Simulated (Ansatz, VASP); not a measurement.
## ZrB in VASP and in Ansatz

```
CELL_PARAMETERS angstrom
0.00000 2.48439 2.48439
2.48439 0.00000 2.48439
2.48439 2.48439 0.00000
ATOMIC_POSITIONS crystal
Zr 0.50000 0.50000 0.50000
B 0.00000 0.00000 0.00000
```

Alike in both runs: task single point; functional PBE; k mesh 12 × 12 × 12; occupations gaussian, width 0.05 eV; no spin polarisation.

|  | VASP | Ansatz |
| --- | --- | --- |
| version | VASP 6.6.1 | Ansatz 0.2.0 |
| potentials or method | VASP PAW PBE potentials, release 64 (Zr_sv, B), cutoff 520 eV | scalar-relativistic, plane waves, PAW |
| valence electrons in the cell | 15 | 15 |

|  | VASP | Ansatz | Ansatz less VASP |
| --- | --- | --- | --- |
| gap on the k mesh at the Fermi level (eV) | none | none | - |
| pressure (GPa) | -5.7 | -5.8 | -0.09 |

A gap of «none» marks a metal or a gap that the smearing closes. The functional is the same, so the differences come from potentials, cutoffs and numerics.
